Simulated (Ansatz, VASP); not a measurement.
**CdTe in VASP and in Ansatz**

Contents of INCAR:

```
ALGO = Normal
EDIFF = 1E-7
ENCUT = 520
GGA_COMPAT = F
ISIF = 2
ISMEAR = -1
LASPH = T
LCHARG = T
LORBIT = 11
LORBMOM = T
LREAL = F
LSORBIT = T
LVHAR = T
LWAVE = F
MAGMOM = 0 0 0 0 0 0
NBANDS = 30
NELM = 150
PREC = Accurate
SIGMA = 0.05
```

Contents of KPOINTS:

```
k-points
0
Gamma
  5 5 5
```

File POSCAR:

```
CdTe
1.0
    0.0000000000      3.2050000000      3.2050000000
    3.2050000000      0.0000000000      3.2050000000
    3.2050000000      3.2050000000      0.0000000000
Te Cd
1 1
Direct
    0.7500000000      0.7500000000      0.7500000000
    0.0000000000      0.0000000000      0.0000000000
```

Contents of input.yaml:

```yaml
crystal:
  lattice:
    - [0.0, 3.205, 3.205]
    - [3.205, 0.0, 3.205]
    - [3.205, 3.205, 0.0]
  atoms:
    - { symbol: Te, position: [0.75, 0.75, 0.75] }
    - { symbol: Cd, position: [0.0, 0.0, 0.0] }
kpoints:
  mp_grid: { grid: [5, 5, 5] }
  band_path:
    path:
      - [0.0, 0.0, 0.0]
      - [0.5, 0.0, 0.5]
      - [0.5, 0.25, 0.75]
      - [0.375, 0.375, 0.75]
      - [0.0, 0.0, 0.0]
      - [0.5, 0.5, 0.5]
      - [0.625, 0.25, 0.625]
      - [0.5, 0.25, 0.75]
    npoints: 8
scf:
  occupations: { method: fermi_dirac, width: 0.05 }
hamiltonian:
  xc: lda
  pseudopotentials: { kind: all_electron, lapw: { basis_error: 0.001 } }
magnetization:
  noncollinear: true
  spin_orbit: true
output:
  forces: true
  stress: true
  eigenvalues: true
```

Alike in both runs: functional LDA; k mesh 5 × 5 × 5; occupations fermi-dirac, width 0.05 eV; non-collinear spin, spin-orbit coupling.

|  | VASP | Ansatz |
| --- | --- | --- |
| version | VASP 6.6.1 | Ansatz 0.2.0 |
| potentials or method | VASP PAW LDA potentials, release 64 (Te, Cd), cutoff 520 eV | all-electron LAPW, relativistic spinors |
| task | single point | band structure |

```tsv
	VASP	Ansatz	Ansatz less VASP
pressure (GPa)	0.4	0.1	-0.28
net moment per atom (μB)	0.00	0.00	0.000
```

LDA's correlation is that of Perdew and Zunger in VASP and of Perdew and Wang (1992) in Ansatz. Ansatz ran all-electron here, and VASP with PAW potentials.
